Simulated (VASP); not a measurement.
Wanted: the native input for a VASP 6.6.1 run.

* Task: single point
* Functional: PBE
* Potentials or basis: VASP PAW PBE potentials, release 64 (Pb_d, S)
* Cutoff: 520 eV
* k mesh: 12 × 12 × 12
* Occupations: methfessel-paxton, width 0.2 eV
* Spin: no spin polarisation
* Dipole correction: no
* Further INCAR settings: ALGO = Normal; EDIFF = 1e-06; NBANDS = 17

The structure of PbS (rocksalt type) lies in POSCAR:

```
PbS
1.0
    0.0000000000      3.0042711419      3.0042711419
    3.0042711419      0.0000000000      3.0042711419
    3.0042711419      3.0042711419      0.0000000000
Pb S
1 1
Direct
    0.0000000000      0.0000000000      0.0000000000
    0.5000000000      0.5000000000      0.5000000000
```

The input as run:

INCAR

```
PREC = Accurate ; ENCUT = 520
EDIFF = 1E-6 ; ISMEAR = 1
SIGMA = 0.2 ; LREAL = False
LASPH = True ; NELM = 80
ALGO = Normal ; ISIF = 2
LWAVE = False ; LCHARG = False
GGA = PE ; NBANDS = 17
```

KPOINTS

```
Automatic mesh
0
Gamma
  12 12 12
```

Potentials or basis: VASP PAW PBE potentials, release 64 (Pb_d, S).

The run is started by

```console
$ cat potpaw_PBE.64/Pb_d/POTCAR potpaw_PBE.64/S/POTCAR > POTCAR
$ mpirun -np 1 vasp_std > vasp.out
```

It gave:

```json
{"Pressure": "-0.1 GPa", "Band gap on the k mesh": "0.50 eV"}
```

Caveat: spin-orbit coupling is left out, which moves the levels of the heavy elements.

Wall time 85 s on 1 thread of Intel Xeon 8259CL, with other jobs on the host, peak memory 0.21 GiB.
